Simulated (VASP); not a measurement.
# TaAs (I4_1md) in VASP: further runs, part 2 of 2

VASP 6.6.1. Earlier steps stand in the parts before.

**3. Single point, LDA**

This run uses another cell than the first one, of the same volume but with other edges.

Contents of INCAR:

```
ALGO = Fast
EDIFF = 1E-6
ENCUT = 520
ISIF = 2
ISMEAR = -1
LASPH = T
LCHARG = F
LREAL = F
LWAVE = F
NBANDS = 24
NELM = 100
PREC = Accurate
SIGMA = 0.15
```

Contents of KPOINTS:

```
k-points
0
Gamma
  18 18 18
```

Contents of POSCAR:

```
TaAs
1.0
   -1.7029845675      1.7029845675      5.7540646609
    1.7029845675     -1.7029845675      5.7540646609
    1.7029845675      1.7029845675     -5.7540646609
Ta As
2 2
Direct
    0.5003165238      1.0003165238      0.5000000000
    0.7503165238      0.7503165238      0.0000000000
    0.0822828962      0.5822828962      0.5000000000
    0.3322828962      0.3322828962      0.0000000000
```

Potentials or basis: VASP PAW LDA potentials, release 64 (Ta_pv, As).

On the command line:

```bash
cat potpaw_LDA.64/Ta_pv/POTCAR potpaw_LDA.64/As/POTCAR > POTCAR
mpirun -np 1 vasp_std > vasp.out
```

OUTCAR:

```text
EDIFF = 1E-6
   ENCUT = 520
   ISIF = 2
   ISMEAR = -1
   LASPH = T
   LREAL = F
   NELM = 100
   PREC = Accurate

 ion  position               nearest neighbor table
   1  0.500  0.000  0.500-   4 2.58   4 2.58   3 2.59   3 2.59   3 2.59   3 2.59   2 3.34   2 3.34
                             2 3.34   2 3.34
   2  0.750  0.750  0.000-   3 2.58   3 2.58   4 2.59   4 2.59   4 2.59   4 2.59   1 3.34   1 3.34
                             1 3.34   1 3.34
   3  0.082  0.582  0.500-   2 2.58   2 2.58   1 2.59   1 2.59   1 2.59   1 2.59
   4  0.332  0.332  0.000-   1 2.58   1 2.58   2 2.59   2 2.59   2 2.59   2 2.59

  LATTYP: Found a body centered tetragonal cell.
 ALAT       =     3.4059691350
 C/A-ratio  =     3.3788119815

  Lattice vectors:

 A1 = (  -1.7029845675,   1.7029845675,   5.7540646609)
 A2 = (   1.7029845675,  -1.7029845675,   5.7540646609)
 A3 = (   1.7029845675,   1.7029845675,  -5.7540646609)

Analysis of symmetry for initial positions (statically):
=====================================================================
 Subroutine PRICEL returns:
 Original cell was already a primitive cell.

 Routine SETGRP: Setting up the symmetry group for a
 body centered tetragonal supercell.

 Subroutine GETGRP returns: Found  8 space group operations
 (whereof  4 operations were pure point group operations)
 out of a pool of 16 trial point group operations.

The static configuration has the point symmetry C_2v.
 The point group associated with its full space group is C_4v.

Analysis of symmetry for dynamics (positions and initial velocities):
=====================================================================
 Subroutine PRICEL returns:
 Original cell was already a primitive cell.

 Routine SETGRP: Setting up the symmetry group for a
 body centered tetragonal supercell.

 Subroutine GETGRP returns: Found  8 space group operations
[... 125 lines left out ...]
   IALGO  =     68    algorithm
   IMIX   =      4    mixing-type and parameters
     AMIX     =   0.40;   BMIX     =  1.00
     AMIX_MAG =   1.60;   BMIX_MAG =  1.00
  volume/ion in A,a.u.               =      16.69       112.61
  Fermi-wavevector in a.u.,A,eV,Ry     =   1.281266  2.421242 22.335917  1.641644
  Thomas-Fermi vector in A             =   2.413646
   LORBIT       =      0    0 simple, 1 ext, 2 COOP (PROOUT), +10 PAW based schemes
   GGA     = CA    functional components
   LHFCALC =     F    Hartree Fock is set to
   AEXX    =    0.0000 exact exchange contribution
   IVDW    =     0    specifies the selected vdW correction
   LEPSILON=     F    determine dielectric tensor
   LRPA    =     F    only Hartree local field effects (RPA)
 non-spin polarized calculation
 RMM-DIIS sequential band-by-band and
  energy-cutoff  :      520.00
  volume of cell :       66.75
 maximum number of plane-waves:      1820
   NGX = 23   NGY = 23   NGZ = 23

 number of electron      31.9999999 magnetization

 Free energy of the ion-electron system (eV)
  ---------------------------------------------------
  ext. energy  EPLUGINS =         0.00000000
  ---------------------------------------------------
  free energy    TOTEN  =       -38.97524530 eV

  energy without entropy =      -38.91898895  energy(sigma->0) =      -38.94711713

 E-fermi :   7.2961     XC(G=0): -12.2582

 val. band max:        7.2918269196   @ k =  -0.2222   0.5000   0.2222
 cond. band min:       7.2972933042   @ k =  -0.1111   0.5000   0.1111
 fundamental gap:      0.0054663846
 Fermi energy:         7.2961497157

 k-point     1 :       0.0000    0.0000    0.0000
  band No.  band energies     occupation
      1     -27.3607      2.00000
      2     -27.2937      2.00000
      3     -27.2937      2.00000
      4     -27.1270      2.00000
      5     -27.1270      2.00000
      6     -27.0661      2.00000
[... 637 lines left out ...]
     23      12.2741      0.00000
     24      13.0581      0.00000

 [... further k-points ...]

------------------------ aborting loop because EDIFF is reached ----------------------------------------

  FORCE on cell =-STRESS in cart. coord.  units (eV):
  Direction    XX          YY          ZZ          XY          YZ          ZX
  --------------------------------------------------------------------------------------
  -------------------------------------------------------------------------------------
  Total        0.5179341      0.5179341      0.4265310      0.0000000      0.0000000      0.0000000
  in kB       12.4316557     12.4316557     10.2377614      0.0000000      0.0000000      0.0000000
  external PRESSURE =      11.7003576 kB  Pullay stress =       0.0000000 kB

 VOLUME and BASIS-vectors are now :
 -----------------------------------------------------------------------------
  energy-cutoff  :      520.00
  volume of cell :       66.75
      direct lattice vectors                 reciprocal lattice vectors
    -1.702984567  1.702984567  5.754064661     0.000000000  0.293602191  0.086895096
     1.702984567 -1.702984567  5.754064661     0.293602191  0.000000000  0.086895096
     1.702984567  1.702984567 -5.754064661     0.293602191  0.293602191  0.000000000

 POSITION                                       TOTAL-FORCE (eV/Angst)
 -----------------------------------------------------------------------------------
      0.00000      1.70298      0.00364         0.000000      0.000000      0.005852
      0.00000      0.00000      8.63474        -0.000000     -0.000000      0.005852
      1.70298      0.00000      0.94692        -0.000000      0.000000     -0.005852
      0.00000      0.00000      3.82395         0.000000     -0.000000     -0.005852
 -----------------------------------------------------------------------------------
    total drift:                               -0.000000     -0.000000      0.000353

  FREE ENERGIE OF THE ION-ELECTRON SYSTEM (eV)
  ---------------------------------------------------
  free  energy   TOTEN  =       -38.9752453022 eV

  energy  without entropy=      -38.9189889512  energy(sigma->0) =      -38.94711713
```

OSZICAR:

```text
N       E                     dE             d eps       ncg     rms          rms(c)
DAV:   1     0.238076256454E+03    0.23808E+03   -0.16589E+04 23048   0.130E+03
DAV:   2    -0.307755305447E+02   -0.26885E+03   -0.25734E+03 27128   0.351E+02
DAV:   3    -0.406072038447E+02   -0.98317E+01   -0.96280E+01 30296   0.614E+01
DAV:   4    -0.407301114260E+02   -0.12291E+00   -0.12278E+00 26176   0.704E+00
DAV:   5    -0.407315400691E+02   -0.14286E-02   -0.14282E-02 30416   0.679E-01    0.226E+01
RMM:   6    -0.390716481662E+02    0.16599E+01   -0.33851E+00 24349   0.913E+00    0.101E+01
RMM:   7    -0.390234395769E+02    0.48209E-01   -0.15333E+00 27063   0.515E+00    0.183E+00
RMM:   8    -0.389873666551E+02    0.36073E-01   -0.28466E-01 25120   0.269E+00    0.111E+00
RMM:   9    -0.389751236624E+02    0.12243E-01   -0.52646E-02 29631   0.133E+00    0.260E-01
RMM:  10    -0.389762672980E+02   -0.11436E-02   -0.10356E-02 31582   0.383E-01    0.194E-01
RMM:  11    -0.389752546001E+02    0.10127E-02   -0.40763E-03 28575   0.317E-01    0.476E-02
RMM:  12    -0.389752386240E+02    0.15976E-04   -0.31251E-04 29961   0.102E-01    0.144E-02
RMM:  13    -0.389752442223E+02   -0.55983E-05   -0.79081E-05 31635   0.383E-02    0.799E-03
RMM:  14    -0.389752451164E+02   -0.89412E-06   -0.15006E-05 30346   0.217E-02    0.481E-03
RMM:  15    -0.389752453022E+02   -0.18572E-06   -0.41969E-06 24795   0.960E-03
   1 F= -.38975245E+02 E0= -.38947117E+02  d E =-.562564E-01
```

stdout:

```text
POSCAR found type information on POSCAR TaAs
 POSCAR found :  2 types and       4 ions
 scaLAPACK will be used
 LDA part: xc-table for (Slater(with rela. corr.)+CA(PZ))
 , standard interpolation
 POSCAR, INCAR and KPOINTS ok, starting setup
 FFT: planning ... GRIDC
 FFT: planning ... GRID_SOFT
 FFT: planning ... GRID
 WAVECAR not read
 entering main loop
```

Run time: 54 min. Hardware: 1 thread of Oxide Virtual Turin-like, shared host; peak memory 0.76 GiB.

Results:

- Free energy: -38.9752 eV
- Pressure: 1.2 GPa
- Largest force: 0.006 eV/Å
- Band gap on the k mesh: zero (bands 16 and 17 overlap by 0.06 eV)

Forces on the atoms (eV/Å):
```
Ta   0.000  0.000  0.006
Ta   0.000  0.000  0.006
As   0.000  0.000 -0.006
As   0.000  0.000 -0.006
```

Caveat: spin-orbit coupling is left out, which moves the levels of the heavy elements.
